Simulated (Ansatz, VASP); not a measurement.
# Ga2BSb3: VASP beside Ansatz

```
Ga B Sb
1.0
     9.47847    0.00000    0.00000
    -4.73924    8.20860    0.00000
     0.00000    0.00000    2.88516
Ga B Sb
2 1 3
Cartesian
  0.0000 5.4724 1.4426
  4.7392 2.7362 1.4426
  0.0000 0.0000 1.4426
  4.7392 0.0000 1.4426
  -2.3696 4.1043 1.4426
  2.3696 4.1043 1.4426
```

Alike in both runs: functional PBE; k mesh 6 × 6 × 14; occupations gaussian, width 0.1 eV; no spin polarisation.

Ansatz relaxed the structure, and its values are those at the end. VASP's run is a single point on that final structure, the one shown.

```csv
,VASP,Ansatz
version,VASP 6.6.1,Ansatz 0.2.0
potentials or method,"VASP PAW PBE potentials, release 64 (Ga_d, B, Sb), cutoff 520 eV","scalar-relativistic, plane waves, PAW"
valence electrons in the cell,44,74
```

```tsv
	VASP	Ansatz	Ansatz less VASP
gap on the k mesh at the Fermi level (eV)	none	none	-
pressure (GPa)	0.0	0.0	-0.03
```

A gap of «none» marks a metal or a gap that the smearing closes. VASP's potentials hold 44 valence electrons a cell and Ansatz's 74, so a difference there can come from the potentials and not from the codes.

Spin-orbit coupling is off throughout.
